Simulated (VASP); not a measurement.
# AlAs (v.b) (F-43m) in VASP: single point with PBE

Aim: the single point of AlAs (v.b) with PBE.

Everything below comes from runs of VASP 6.6.1. Logs are shortened: lines on timing, memory, paths and dates and some standing lists are left out, and cuts for length are marked.

## 1. The cell of the first run

It takes space group F-43m (No. 216, cubic). The conventional cell has a = 5.728 Å, b = 5.728 Å, c = 5.728 Å, α = 90.00°, β = 90.00°, γ = 90.00°. Al (site symmetry -43m) has 4 As at 2.48 Å within 3.3 Å. As (site symmetry -43m) has 4 Al at 2.48 Å within 3.3 Å.

## 2. Single point, PBE

Contents of INCAR:

```
SYSTEM = AlAs
PREC = Accurate
ENCUT = 500
EDIFF = 1E-6
ISMEAR = 0
SIGMA = 0.02
LREAL = .FALSE.
LASPH = .TRUE.
NELM = 120
ALGO = Normal
ISIF = 2
LWAVE = .FALSE.
LCHARG = .TRUE.
GGA = PE
LELF = .TRUE.
LVHAR = .TRUE.
NBANDS = 11
GGA_COMPAT = .FALSE.
```

Contents of KPOINTS:

```
regular mesh
0
G
  8 8 8
  0 0 0
```

Contents of POSCAR:

```
AlAs
1.0
    0.0000000000      2.8638562136      2.8638562136
    2.8638562136      0.0000000000      2.8638562136
    2.8638562136      2.8638562136      0.0000000000
Al As
1 1
Direct
    0.0000000000      0.0000000000      0.0000000000
    0.2500000000      0.2500000000      0.2500000000
```

Potentials or basis: VASP PAW PBE potentials, release 64 (Al, As).

The run is started by

```sh
$ cat potpaw_PBE.64/Al/POTCAR potpaw_PBE.64/As/POTCAR > POTCAR
$ mpirun -np 1 vasp_std > vasp.out
```

OUTCAR:

```text
SYSTEM = AlAs
   PREC = Accurate
   ENCUT = 500
   EDIFF = 1E-6
   ISMEAR = 0
   LREAL = .FALSE.
   LASPH = .TRUE.
   NELM = 120
   ISIF = 2
   GGA = PE

 ion  position               nearest neighbor table
   1  0.000  0.000  0.000-   2 2.48   2 2.48   2 2.48   2 2.48
   2  0.250  0.250  0.250-   1 2.48   1 2.48   1 2.48   1 2.48

  LATTYP: Found a face centered cubic cell.
 ALAT       =     5.7277124272

  Lattice vectors:

 A1 = (   0.0000000000,   2.8638562136,   2.8638562136)
 A2 = (   2.8638562136,   0.0000000000,   2.8638562136)
 A3 = (   2.8638562136,   2.8638562136,   0.0000000000)

Analysis of symmetry for initial positions (statically):
=====================================================================
 Subroutine PRICEL returns:
 Original cell was already a primitive cell.

 Routine SETGRP: Setting up the symmetry group for a
 face centered cubic supercell.

 Subroutine GETGRP returns: Found 24 space group operations
 (whereof 24 operations were pure point group operations)
 out of a pool of 48 trial point group operations.

The static configuration has the point symmetry T_d .

Analysis of symmetry for dynamics (positions and initial velocities):
=====================================================================
 Subroutine PRICEL returns:
 Original cell was already a primitive cell.

 Routine SETGRP: Setting up the symmetry group for a
 face centered cubic supercell.

 Subroutine GETGRP returns: Found 24 space group operations
 (whereof 24 operations were pure point group operations)
 out of a pool of 48 trial point group operations.

The dynamic configuration has the point symmetry T_d .

 Subroutine INISYM returns: Found 24 space group operations
 (whereof 24 operations are pure point group operations),
 and found     1 'primitive' translations

----------------------------------------------------------------------------------------

                                     Primitive cell

  volume of cell :      46.9768

  direct lattice vectors                    reciprocal lattice vectors
     0.000000000  2.863856214  2.863856214    -0.174589771  0.174589771  0.174589771
     2.863856214  0.000000000  2.863856214     0.174589771 -0.174589771  0.174589771
     2.863856214  2.863856214  0.000000000     0.174589771  0.174589771 -0.174589771

  length of vectors
     4.050104298  4.050104298  4.050104298     0.302398354  0.302398354  0.302398354

  position of ions in fractional coordinates (direct lattice)
     0.000000000  0.000000000  0.000000000
     0.250000000  0.250000000  0.250000000

  ion indices of the primitive-cell ions
   primitive index   ion index
                 1           1
                 2           2

----------------------------------------------------------------------------------------

 KPOINTS: regular mesh

Automatic generation of k-mesh.
 Grid dimensions read from file:
 generate k-points for:    8    8    8

 Generating k-lattice:

  Cartesian coordinates                     Fractional coordinates (reciprocal lattice)
    -0.021823721  0.021823721  0.021823721     0.125000000  0.000000000  0.000000000
     0.021823721 -0.021823721  0.021823721     0.000000000  0.125000000  0.000000000
     0.021823721  0.021823721 -0.021823721     0.000000000  0.000000000  0.125000000

  Length of vectors
     0.037799794  0.037799794  0.037799794

  Shift w.r.t. Gamma in fractional coordinates (k-lattice)
     0.000000000  0.000000000  0.000000000

 Subroutine IBZKPT returns following result:
 ===========================================

 Found     29 irreducible k-points:

 Following reciprocal coordinates:
            Coordinates               Weight
  0.000000  0.000000  0.000000      1.000000
  0.125000  0.000000  0.000000      8.000000
  0.250000  0.000000  0.000000      8.000000
  0.375000  0.000000  0.000000      8.000000
  0.500000  0.000000  0.000000      4.000000
  0.125000  0.125000  0.000000      6.000000
[... 16 lines left out ...]
  0.500000  0.250000  0.125000     48.000000
 -0.375000  0.250000  0.125000     24.000000
 [... further k-points ...]
   k-points           NKPTS =     29   k-points in BZ     NKDIM =     29   number of bands    NBANDS=     11
   number of dos      NEDOS =    301   number of ions     NIONS =      2
   total plane-waves  NPLWV =  27000
   dimension x,y,z NGX =    30 NGY =   30 NGZ =   30
   dimension x,y,z NGXF=    60 NGYF=   60 NGZF=   60
   ions per type =               1   1
   NGX,Y,Z   is equivalent  to a cutoff of  12.31, 12.31, 12.31 a.u.
   NGXF,Y,Z  is equivalent  to a cutoff of  24.63, 24.63, 24.63 a.u.
 SYSTEM =  AlAs
   PREC   = accura    normal or accurate (medium, high low for compatibility)
   ISTART =      0    job   : 0-new  1-cont  2-samecut
   ICHARG =      2    charge: 1-file 2-atom 10-const
   ISPIN  =      1    spin polarized calculation?
   LNONCOLLINEAR =      F non collinear calculations
   LSORBIT =      F    spin-orbit coupling
   LASPH  =      T    aspherical Exc in radial PAW
   ENCUT  =  500.0 eV  36.75 Ry    6.06 a.u.   7.38  7.38  7.38*2*pi/ulx,y,z
   NELM   =    120;   NELMIN=  2; NELMDL= -5     # of ELM steps
   EDIFF  = 0.1E-05   stopping-criterion for ELM
   LREAL  =      F    real-space projection
   EDIFFG = 0.1E-04   stopping-criterion for IOM
   NSW    =      0    number of steps for IOM
   IBRION =     -1    ionic relax: 0-MD 1-quasi-New 2-CG
   NFREE  =      0    steps in history (QN), initial steepest desc. (CG)
   ISIF   =      2    stress and relaxation
   ISYM   =      2    0-nonsym 1-usesym 2-fastsym
   POTIM  = 0.5000    time-step for ionic-motion
   TEBEG  =    0.0;   TEEND  =   0.0 temperature during run
   PSTRESS=    0.0 pullay stress
   NELECT =       8.0000    total number of electrons
   NUPDOWN=      -1.0000    fix difference up-down
   EMIN   =  10.00;   EMAX   =-10.00  energy-range for DOS
   EFERMI =   0.00;   METHOD = LEGACY
   ISMEAR =     0;   SIGMA  =   0.02  broadening in eV -4-tet -1-fermi 0-gaus
   EFERMI_NEDOS =   21; number of points for ismear=-14 and -15
   IALGO  =     38    algorithm
   IMIX   =      4    mixing-type and parameters
     AMIX     =   0.40;   BMIX     =  1.00
     AMIX_MAG =   1.60;   BMIX_MAG =  1.00
  volume/ion in A,a.u.               =      23.49       158.51
  Fermi-wavevector in a.u.,A,eV,Ry     =   0.907424  1.714783 11.203288  0.823418
  Thomas-Fermi vector in A             =   2.031230
   LORBIT       =      0    0 simple, 1 ext, 2 COOP (PROOUT), +10 PAW based schemes
   GGA     = PE    functional components
   LHFCALC =     F    Hartree Fock is set to
   AEXX    =    0.0000 exact exchange contribution
   IVDW    =     0    specifies the selected vdW correction
   LEPSILON=     F    determine dielectric tensor
   LRPA    =     F    only Hartree local field effects (RPA)
 non-spin polarized calculation
 Gauss-broadening in eV      SIGMA  =   0.02
  energy-cutoff  :      500.00
  volume of cell :       46.98
 maximum number of plane-waves:      1243
 NGX is ok and might be reduce to    30
   NGX = 15   NGY = 15   NGZ = 15

 number of electron       7.9999999 magnetization

 Free energy of the ion-electron system (eV)
  ---------------------------------------------------
  ext. energy  EPLUGINS =         0.00000000
  ---------------------------------------------------
  free energy    TOTEN  =        -9.38797866 eV

  energy without entropy =       -9.38797866  energy(sigma->0) =       -9.38797866

 E-fermi :   3.6751     XC(G=0):  -8.9050

 val. band max:        3.5946390241   @ k =   0.0000   0.0000   0.0000
 cond. band min:       5.0889165932   @ k =   0.5000   0.5000   0.0000
 fundamental gap:      1.4942775690
 Fermi energy:         3.6751233759

 k-point     1 :       0.0000    0.0000    0.0000
  band No.  band energies     occupation
      1      -8.0765      2.00000
      2       3.5946      2.00000
      3       3.5946      2.00000
      4       3.5946      2.00000
      5       5.3780      0.00000
      6       7.8218      0.00000
      7       7.8218      0.00000
      8       7.8218      0.00000
      9      12.2778      0.00000
     10      12.5371      0.00000
     11      12.5371      0.00000

 k-point     2 :       0.1250    0.0000    0.0000
  band No.  band energies     occupation
      1      -7.9305      2.00000
      2       2.1701      2.00000
      3       3.4391      2.00000
      4       3.4391      2.00000
      5       6.1773      0.00000
      6       8.0948      0.00000
      7       8.0948      0.00000
      8       8.1794      0.00000
      9      11.9550      0.00000
     10      11.9550      0.00000
     11      12.9978      0.00000

 k-point     3 :       0.2500    0.0000    0.0000
  band No.  band energies     occupation
      1      -7.5268      2.00000
      2       0.2703      2.00000
      3       3.1309      2.00000
      4       3.1309      2.00000
      5       6.0627      0.00000
      6       8.4398      0.00000
      7       8.4398      0.00000
      8       9.8421      0.00000
      9      11.8450      0.00000
     10      11.8450      0.00000
     11      12.8858      0.00000

 k-point     4 :       0.3750    0.0000    0.0000
  band No.  band energies     occupation
      1      -7.0091      2.00000
      2      -1.2183      2.00000
      3       2.8839      2.00000
      4       2.8839      2.00000
      5       5.7338      0.00000
      6       8.3532      0.00000
      7       8.3532      0.00000
      8      11.1878      0.00000
      9      13.0882      0.00000
     10      13.0882      0.00000
     11      13.1120      0.00000
[... 239 lines left out ...]
 k-point    22 :       0.3750    0.2500    0.1250
  band No.  band energies     occupation
      1      -7.1899      2.00000
      2      -0.1164      2.00000
      3       1.7147      2.00000
      4       2.6510      2.00000
      5       7.1494      0.00000
      6       7.6970      0.00000
      7       8.8674      0.00000
      8       9.9916      0.00000
      9      11.6329      0.00000
     10      13.8713      0.00000
     11      15.3785      0.00000

 k-point    23 :       0.5000    0.2500    0.1250
  band No.  band energies     occupation
      1      -6.7257      2.00000
      2      -1.0858      2.00000
      3       1.1434      2.00000
      4       2.2861      2.00000
      5       7.2017      0.00000
      6       7.9805      0.00000
      7       9.2835      0.00000
      8      10.3451      0.00000
      9      12.7646      0.00000
     10      13.9693      0.00000
     11      15.5883      0.00000

 k-point    24 :      -0.3750    0.2500    0.1250
  band No.  band energies     occupation
      1      -6.4885      2.00000
      2      -1.5394      2.00000
      3       0.9925      2.00000
      4       2.1114      2.00000
      5       7.1752      0.00000
      6       7.8056      0.00000
      7      10.1341      0.00000
      8      11.0979      0.00000
      9      11.8140      0.00000
     10      14.4582      0.00000
     11      15.6793      0.00000

 [... further k-points ...]
[... 5 lines left out ...]
  --------------------------------------------------------------------------------------
  -------------------------------------------------------------------------------------
  Total        0.0534168      0.0534168      0.0534168      0.0000000     -0.0000000      0.0000000
  in kB        1.8218163      1.8218163      1.8218163      0.0000000     -0.0000000      0.0000000
  external PRESSURE =       1.8218163 kB  Pullay stress =       0.0000000 kB

 VOLUME and BASIS-vectors are now :
 -----------------------------------------------------------------------------
  energy-cutoff  :      500.00
  volume of cell :       46.98
      direct lattice vectors                 reciprocal lattice vectors
     0.000000000  2.863856214  2.863856214    -0.174589771  0.174589771  0.174589771
     2.863856214  0.000000000  2.863856214     0.174589771 -0.174589771  0.174589771
     2.863856214  2.863856214  0.000000000     0.174589771  0.174589771 -0.174589771

 POSITION                                       TOTAL-FORCE (eV/Angst)
 -----------------------------------------------------------------------------------
      0.00000      0.00000      0.00000         0.000000      0.000000      0.000000
      1.43193      1.43193      1.43193        -0.000000     -0.000000     -0.000000
 -----------------------------------------------------------------------------------
    total drift:                               -0.000000     -0.000000      0.000000

  FREE ENERGIE OF THE ION-ELECTRON SYSTEM (eV)
  ---------------------------------------------------
  free  energy   TOTEN  =        -9.3879786618 eV

  energy  without entropy=       -9.3879786618  energy(sigma->0) =       -9.38797866
```

It took 26 s on 1 thread of Intel Xeon 8259CL, shared host; peak memory 0.17 GiB.

Results:

- Free energy: -9.3880 eV
- Pressure: 0.2 GPa
- Band gap on the k mesh: 1.49 eV, indirect (least direct gap 1.78 eV)

A k mesh can miss the band edges.
